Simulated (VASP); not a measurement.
# Na (Pm-3m) in VASP: notebook

Na is run at these levels: PBE; tasks: single point.

Everything below comes from runs of VASP 6.6.1. Logs are shortened: lines on timing, memory, paths and dates and some standing lists are left out, and cuts for length are marked.

## Step 1: The cell of the first run

The structure is cubic, space group Pm-3m (No. 221). The conventional cell has a = 3.414 Å, b = 3.414 Å, c = 3.414 Å, α = 90.00°, β = 90.00°, γ = 90.00°. Na (site symmetry m-3m) has 6 Na at 3.41 Å within 4.5 Å.

## Step 2: Single point, PBE

INCAR

```
SYSTEM = Na
ALGO = Normal ; EDIFF = 1E-6
ENCUT = 520 ; GGA = PE
ISIF = 2 ; ISMEAR = -1
LASPH = .TRUE. ; LCHARG = .FALSE.
LREAL = .FALSE. ; LWAVE = .FALSE.
NBANDS = 10 ; NELM = 80
PREC = Accurate ; SIGMA = 0.1
```

KPOINTS

```
k-points
0
G
  9 9 9
  0 0 0
```

POSCAR

```
Na
1.0
    3.4144329972      0.0000000000      0.0000000000
    0.0000000000      3.4144329972      0.0000000000
    0.0000000000      0.0000000000      3.4144329972
Na
1
Direct
    0.0000000000      0.0000000000      0.0000000000
```

Potentials or basis: VASP PAW PBE potentials, release 64 (Na_pv).

Command:

```console
cat potpaw_PBE.64/Na_pv/POTCAR > POTCAR
mpirun -np 1 vasp_std > vasp.out
```

OUTCAR:

```text
SYSTEM = Na
   EDIFF = 1E-6
   ENCUT = 520
   GGA = PE
   ISIF = 2
   ISMEAR = -1
   LASPH = .TRUE.
   LREAL = .FALSE.
   NELM = 80
   PREC = Accurate

 ion  position               nearest neighbor table
   1  0.000  0.000  0.000-

  LATTYP: Found a simple cubic cell.
 ALAT       =     3.4144329972

  Lattice vectors:

 A1 = (   3.4144329972,   0.0000000000,   0.0000000000)
 A2 = (   0.0000000000,   3.4144329972,   0.0000000000)
 A3 = (   0.0000000000,   0.0000000000,   3.4144329972)

Analysis of symmetry for initial positions (statically):
=====================================================================
 Subroutine PRICEL returns:
 Original cell was already a primitive cell.

 Routine SETGRP: Setting up the symmetry group for a
 simple cubic supercell.

 Subroutine GETGRP returns: Found 48 space group operations
 (whereof 48 operations were pure point group operations)
 out of a pool of 48 trial point group operations.

The static configuration has the point symmetry O_h .

Analysis of symmetry for dynamics (positions and initial velocities):
=====================================================================
 Subroutine PRICEL returns:
 Original cell was already a primitive cell.

 Routine SETGRP: Setting up the symmetry group for a
 simple cubic supercell.

 Subroutine GETGRP returns: Found 48 space group operations
 (whereof 48 operations were pure point group operations)
 out of a pool of 48 trial point group operations.

The dynamic configuration has the point symmetry O_h .

 Subroutine INISYM returns: Found 48 space group operations
 (whereof 48 operations are pure point group operations),
 and found     1 'primitive' translations

----------------------------------------------------------------------------------------

                                     Primitive cell

  volume of cell :      39.8067

  direct lattice vectors                    reciprocal lattice vectors
     3.414432997  0.000000000  0.000000000     0.292874395  0.000000000  0.000000000
     0.000000000  3.414432997  0.000000000     0.000000000  0.292874395  0.000000000
     0.000000000  0.000000000  3.414432997     0.000000000  0.000000000  0.292874395

  length of vectors
     3.414432997  3.414432997  3.414432997     0.292874395  0.292874395  0.292874395

  position of ions in fractional coordinates (direct lattice)
     0.000000000  0.000000000  0.000000000

  ion indices of the primitive-cell ions
   primitive index   ion index
                 1           1

----------------------------------------------------------------------------------------

 KPOINTS: k-points

Automatic generation of k-mesh.
 Grid dimensions read from file:
 generate k-points for:    9    9    9

 Generating k-lattice:

  Cartesian coordinates                     Fractional coordinates (reciprocal lattice)
     0.032541599  0.000000000  0.000000000     0.111111111  0.000000000  0.000000000
     0.000000000  0.032541599  0.000000000     0.000000000  0.111111111  0.000000000
     0.000000000  0.000000000  0.032541599     0.000000000  0.000000000  0.111111111

  Length of vectors
     0.032541599  0.032541599  0.032541599

  Shift w.r.t. Gamma in fractional coordinates (k-lattice)
     0.000000000  0.000000000  0.000000000

 Subroutine IBZKPT returns following result:
 ===========================================

 Found     35 irreducible k-points:

 Following reciprocal coordinates:
            Coordinates               Weight
  0.000000  0.000000  0.000000      1.000000
  0.111111  0.000000  0.000000      6.000000
  0.222222  0.000000  0.000000      6.000000
  0.333333  0.000000  0.000000      6.000000
  0.444444  0.000000  0.000000      6.000000
  0.111111  0.111111  0.000000     12.000000
[... 16 lines left out ...]
  0.333333  0.333333  0.111111     24.000000
  0.444444  0.333333  0.111111     48.000000
 [... further k-points ...]
   k-points           NKPTS =     35   k-points in BZ     NKDIM =     35   number of bands    NBANDS=     10
   number of dos      NEDOS =    301   number of ions     NIONS =      1
   total plane-waves  NPLWV =  21952
   dimension x,y,z NGX =    28 NGY =   28 NGZ =   28
   dimension x,y,z NGXF=    56 NGYF=   56 NGZF=   56
   ions per type =               1
   NGX,Y,Z   is equivalent  to a cutoff of  13.63, 13.63, 13.63 a.u.
   NGXF,Y,Z  is equivalent  to a cutoff of  27.27, 27.27, 27.27 a.u.
 SYSTEM =  Na
   PREC   = accura    normal or accurate (medium, high low for compatibility)
   ISTART =      0    job   : 0-new  1-cont  2-samecut
   ICHARG =      2    charge: 1-file 2-atom 10-const
   ISPIN  =      1    spin polarized calculation?
   LNONCOLLINEAR =      F non collinear calculations
   LSORBIT =      F    spin-orbit coupling
   LASPH  =      T    aspherical Exc in radial PAW
   ENCUT  =  520.0 eV  38.22 Ry    6.18 a.u.   6.35  6.35  6.35*2*pi/ulx,y,z
   NELM   =     80;   NELMIN=  2; NELMDL= -5     # of ELM steps
   EDIFF  = 0.1E-05   stopping-criterion for ELM
   LREAL  =      F    real-space projection
   EDIFFG = 0.1E-04   stopping-criterion for IOM
   NSW    =      0    number of steps for IOM
   IBRION =     -1    ionic relax: 0-MD 1-quasi-New 2-CG
   NFREE  =      0    steps in history (QN), initial steepest desc. (CG)
   ISIF   =      2    stress and relaxation
   ISYM   =      2    0-nonsym 1-usesym 2-fastsym
   POTIM  = 0.5000    time-step for ionic-motion
   TEBEG  =    0.0;   TEEND  =   0.0 temperature during run
   PSTRESS=    0.0 pullay stress
   NELECT =       7.0000    total number of electrons
   NUPDOWN=      -1.0000    fix difference up-down
   EMIN   =  10.00;   EMAX   =-10.00  energy-range for DOS
   EFERMI =   0.00;   METHOD = LEGACY
   ISMEAR =    -1;   SIGMA  =   0.10  broadening in eV -4-tet -1-fermi 0-gaus
   EFERMI_NEDOS =   21; number of points for ismear=-14 and -15
   IALGO  =     38    algorithm
   IMIX   =      4    mixing-type and parameters
     AMIX     =   0.40;   BMIX     =  1.00
     AMIX_MAG =   1.60;   BMIX_MAG =  1.00
  volume/ion in A,a.u.               =      39.81       268.63
  Fermi-wavevector in a.u.,A,eV,Ry     =   0.917182  1.733223 11.445534  0.841223
  Thomas-Fermi vector in A             =   2.042122
   LORBIT       =      0    0 simple, 1 ext, 2 COOP (PROOUT), +10 PAW based schemes
   GGA     = PE    functional components
   LHFCALC =     F    Hartree Fock is set to
   AEXX    =    0.0000 exact exchange contribution
   IVDW    =     0    specifies the selected vdW correction
   LEPSILON=     F    determine dielectric tensor
   LRPA    =     F    only Hartree local field effects (RPA)
 non-spin polarized calculation
  energy-cutoff  :      520.00
  volume of cell :       39.81
 maximum number of plane-waves:      1085
 NGX is ok and might be reduce to    28
   NGX = 13   NGY = 13   NGZ = 13

 number of electron       7.0000015 magnetization

 Free energy of the ion-electron system (eV)
  ---------------------------------------------------
  ext. energy  EPLUGINS =         0.00000000
  ---------------------------------------------------
  free energy    TOTEN  =        -1.19870090 eV

  energy without entropy =       -1.18155740  energy(sigma->0) =       -1.19012915

 E-fermi :   0.1277     XC(G=0):  -6.3099

 val. band max:        0.0569335567   @ k =   0.3333   0.3333   0.1111
 cond. band min:       0.2110558443   @ k =   0.4444   0.2222   0.0000
 fundamental gap:      0.1541222876
 Fermi energy:         0.1277438596

 k-point     1 :       0.0000    0.0000    0.0000
  band No.  band energies     occupation
      1     -24.9713      2.00000
      2     -24.9713      2.00000
      3     -24.9713      2.00000
      4      -2.9905      2.00000
      5       8.3488      0.00000
      6       8.3488      0.00000
      7       9.6187      0.00000
      8       9.6187      0.00000
      9       9.6187      0.00000
     10      12.4490      0.00000

 k-point     2 :       0.1111    0.0000    0.0000
  band No.  band energies     occupation
      1     -24.9768      2.00000
      2     -24.9709      2.00000
      3     -24.9709      2.00000
      4      -2.8261      2.00000
      5       6.7126      0.00000
      6       8.4987      0.00000
      7       9.7514      0.00000
      8       9.7514      0.00000
      9      10.6349      0.00000
     10      13.4667      0.00000

 k-point     3 :       0.2222    0.0000    0.0000
  band No.  band energies     occupation
      1     -24.9906      2.00000
      2     -24.9697      2.00000
      3     -24.9697      2.00000
      4      -2.3358      2.00000
      5       4.6089      0.00000
      6       8.9424      0.00000
      7      10.1494      0.00000
      8      10.1494      0.00000
      9      11.4436      0.00000
     10      15.8893      0.00000

 k-point     4 :       0.3333    0.0000    0.0000
  band No.  band energies     occupation
      1     -25.0062      2.00000
      2     -24.9684      2.00000
      3     -24.9684      2.00000
      4      -1.5279      2.00000
      5       2.6791      0.00000
      6       9.6481      0.00000
      7      10.8098      0.00000
      8      10.8098      0.00000
      9      12.2471      0.00000
     10      14.4729      0.00000
[... 222 lines left out ...]
 k-point    22 :       0.4444    0.2222    0.1111
  band No.  band energies     occupation
      1     -25.0133      2.00000
      2     -24.9855      2.00000
      3     -24.9711      2.00000
      4       0.3666      0.16816
      5       1.7727      0.00000
      6       7.1681      0.00000
      7       8.4351      0.00000
      8      10.1552      0.00000
      9      11.5857      0.00000
     10      15.3595      0.00000

 k-point    23 :       0.3333    0.3333    0.1111
  band No.  band energies     occupation
      1     -25.0020      2.00000
      2     -25.0012      2.00000
      3     -24.9707      2.00000
      4       0.0569      1.33996
      5       3.8859      0.00000
      6       4.5581      0.00000
      7       8.1848      0.00000
      8       9.9054      0.00000
      9      13.0744      0.00000
     10      14.7292      0.00000

 k-point    24 :       0.4444    0.3333    0.1111
  band No.  band energies     occupation
      1     -25.0114      2.00000
      2     -25.0004      2.00000
      3     -24.9698      2.00000
      4       1.1379      0.00008
      5       2.5281      0.00000
      6       5.2929      0.00000
      7       6.6629      0.00000
      8      10.8061      0.00000
      9      12.0978      0.00000
     10      15.1137      0.00000

 [... further k-points ...]
[... 5 lines left out ...]
  --------------------------------------------------------------------------------------
  -------------------------------------------------------------------------------------
  Total        0.0003298      0.0003298      0.0003298      0.0000000      0.0000000     -0.0000000
  in kB        0.0132745      0.0132745      0.0132745      0.0000000      0.0000000     -0.0000000
  external PRESSURE =       0.0132745 kB  Pullay stress =       0.0000000 kB

 VOLUME and BASIS-vectors are now :
 -----------------------------------------------------------------------------
  energy-cutoff  :      520.00
  volume of cell :       39.81
      direct lattice vectors                 reciprocal lattice vectors
     3.414432997  0.000000000  0.000000000     0.292874395  0.000000000  0.000000000
     0.000000000  3.414432997  0.000000000     0.000000000  0.292874395  0.000000000
     0.000000000  0.000000000  3.414432997     0.000000000  0.000000000  0.292874395

 POSITION                                       TOTAL-FORCE (eV/Angst)
 -----------------------------------------------------------------------------------
      0.00000      0.00000      0.00000         0.000000      0.000000      0.000000
 -----------------------------------------------------------------------------------
    total drift:                               -0.000000     -0.000000     -0.000000

  FREE ENERGIE OF THE ION-ELECTRON SYSTEM (eV)
  ---------------------------------------------------
  free  energy   TOTEN  =        -1.1987008979 eV

  energy  without entropy=       -1.1815573967  energy(sigma->0) =       -1.19012915
```

It took 15 s on 1 thread of Intel Xeon 8259CL, shared host; peak memory 0.15 GiB.

What came out:

```
Free energy : -1.1987 eV
Pressure    : 0.0 GPa
```

Levels at points of the mesh, in eV from the Fermi level:
```tsv
k point	band 1	band 2	band 3	band 4	band 5	band 6	band 7	band 8	band 9
(0.00, 0.00, 0.00)	-25.10	-25.10	-25.10	-3.12	8.22	8.22	9.49	9.49	9.49
```

## Step 3: Single point, PBE (volume scaled by 0.88)

INCAR

```
PREC = Accurate
ENCUT = 520
EDIFF = 1E-7
ISMEAR = -1
SIGMA = 0.1
LREAL = F
LASPH = T
NELM = 80
ALGO = Normal
ISIF = 2
LWAVE = F
LCHARG = F
GGA = PE
NBANDS = 10
```

KPOINTS

```
regular mesh
0
Gamma
  10 10 10
```

POSCAR

```
Na
1.0
    3.2719964127      0.0000000000      0.0000000000
    0.0000000000      3.2719964127      0.0000000000
    0.0000000000      0.0000000000      3.2719964127
Na
1
Direct
    0.0000000000      0.0000000000      0.0000000000
```

Potentials or basis: VASP PAW PBE potentials, release 64 (Na_pv).

Command:

```console
cat potpaw_PBE.64/Na_pv/POTCAR > POTCAR
mpirun -np 1 vasp_std > vasp.out
```

Wall time 9.1 s (1 thread of Intel Xeon 8259CL, shared host); peak memory 0.14 GiB.

It converged, with:

```
Free energy : -1.1883 eV
Pressure    : 1.0 GPa
```

Levels at points of the mesh, in eV from the Fermi level:
```
           k point  band 1  band 2  band 3  band 4  band 5  band 6  band 7
(0.00, 0.00, 0.00)  -25.12  -25.12  -25.12   -3.46    8.70    8.70   10.28
(0.50, 0.00, 0.00)  -25.19  -25.11  -25.11   -0.07    0.22   11.17   12.66
(0.50, 0.50, 0.00)  -25.18  -25.18  -25.11    3.17    3.17    3.20    4.44
(0.50, 0.50, 0.50)  -25.17  -25.17  -25.17    6.09    6.09    6.09    6.49
```

## Step 4: Single point, PBE (volume scaled by 0.92)

INCAR

```
SYSTEM = Na
PREC = Accurate ; ENCUT = 520
EDIFF = 1E-7 ; ISMEAR = -1
SIGMA = 0.1 ; LREAL = .FALSE.
LASPH = .TRUE. ; NELM = 100
ALGO = Normal ; ISIF = 2
LWAVE = .FALSE. ; LCHARG = .FALSE.
GGA = PE ; NBANDS = 10
```

KPOINTS

```
regular mesh
0
G
  10 10 10
  0 0 0
```

POSCAR

```
Na
1.0
    3.3208393809      0.0000000000      0.0000000000
    0.0000000000      3.3208393809      0.0000000000
    0.0000000000      0.0000000000      3.3208393809
Na
1
Direct
    0.0000000000      0.0000000000      0.0000000000
```

Potentials or basis: VASP PAW PBE potentials, release 64 (Na_pv).

Command:

```console
cat potpaw_PBE.64/Na_pv/POTCAR > POTCAR
mpirun -np 1 vasp_std > vasp.out
```

OUTCAR:

```text
SYSTEM = Na
   PREC = Accurate
   ENCUT = 520
   EDIFF = 1E-7
   ISMEAR = -1
   LREAL = .FALSE.
   LASPH = .TRUE.
   NELM = 100
   ISIF = 2
   GGA = PE

 ion  position               nearest neighbor table
   1  0.000  0.000  0.000-

  LATTYP: Found a simple cubic cell.
 ALAT       =     3.3208393809

  Lattice vectors:

 A1 = (   3.3208393809,   0.0000000000,   0.0000000000)
 A2 = (   0.0000000000,   3.3208393809,   0.0000000000)
 A3 = (   0.0000000000,   0.0000000000,   3.3208393809)

[... 481 lines left out ...]
      2     -24.6957      2.00000
      3     -24.6952      2.00000
      4      -1.3926      2.00000
      5       3.8960      0.00000
      6       8.4538      0.00000
      7       9.7717      0.00000
      8      12.9226      0.00000
      9      14.4095      0.00000
     10      14.4375      0.00000

 [... further k-points ...]
[... 5 lines left out ...]
  --------------------------------------------------------------------------------------
  -------------------------------------------------------------------------------------
  Total        0.1326767      0.1326767      0.1326767     -0.0000000     -0.0000000      0.0000000
  in kB        5.8044576      5.8044576      5.8044576     -0.0000000     -0.0000000      0.0000000
  external PRESSURE =       5.8044576 kB  Pullay stress =       0.0000000 kB

 VOLUME and BASIS-vectors are now :
 -----------------------------------------------------------------------------
  energy-cutoff  :      520.00
  volume of cell :       36.62
      direct lattice vectors                 reciprocal lattice vectors
     3.320839381  0.000000000  0.000000000     0.301128686  0.000000000  0.000000000
     0.000000000  3.320839381  0.000000000     0.000000000  0.301128686  0.000000000
     0.000000000  0.000000000  3.320839381     0.000000000  0.000000000  0.301128686

 POSITION                                       TOTAL-FORCE (eV/Angst)
 -----------------------------------------------------------------------------------
      0.00000      0.00000      0.00000         0.000000      0.000000      0.000000
 -----------------------------------------------------------------------------------
    total drift:                               -0.000000     -0.000000     -0.000000

  FREE ENERGIE OF THE ION-ELECTRON SYSTEM (eV)
  ---------------------------------------------------
  free  energy   TOTEN  =        -1.1960660127 eV

  energy  without entropy=       -1.1807021692  energy(sigma->0) =       -1.18838409
```

OSZICAR:

```text
N       E                     dE             d eps       ncg     rms          rms(c)
DAV:   1     0.278540985202E+02    0.27854E+02   -0.37777E+03  1120   0.586E+02
DAV:   2    -0.616663947890E+00   -0.28471E+02   -0.28291E+02  1154   0.148E+02
DAV:   3    -0.119411988567E+01   -0.57746E+00   -0.57708E+00  1358   0.227E+01
DAV:   4    -0.119899766127E+01   -0.48778E-02   -0.48774E-02  1306   0.200E+00
DAV:   5    -0.119906094442E+01   -0.63283E-04   -0.63283E-04  1322   0.232E-01    0.234E-01
DAV:   6    -0.119740124262E+01    0.16597E-02   -0.65894E-04  1372   0.308E-01    0.157E-01
DAV:   7    -0.119607676833E+01    0.13245E-02   -0.14558E-03  1316   0.374E-01    0.195E-02
DAV:   8    -0.119606488964E+01    0.11879E-04   -0.77671E-05  1286   0.143E-01    0.346E-03
DAV:   9    -0.119606595018E+01   -0.10605E-05   -0.53776E-07  1230   0.630E-03    0.152E-03
DAV:  10    -0.119606601275E+01   -0.62570E-07   -0.20339E-07  1256   0.502E-03
   1 F= -.11960660E+01 E0= -.11883841E+01  d E =-.153638E-01
```

Run time: 21 s. Hardware: 1 thread of Intel Xeon 8259CL, shared host; peak memory 0.15 GiB.

Results:

```yaml
Free_energy: -1.1961 eV
Pressure: 0.6 GPa
```

(Part 1 of 2 ends here.)
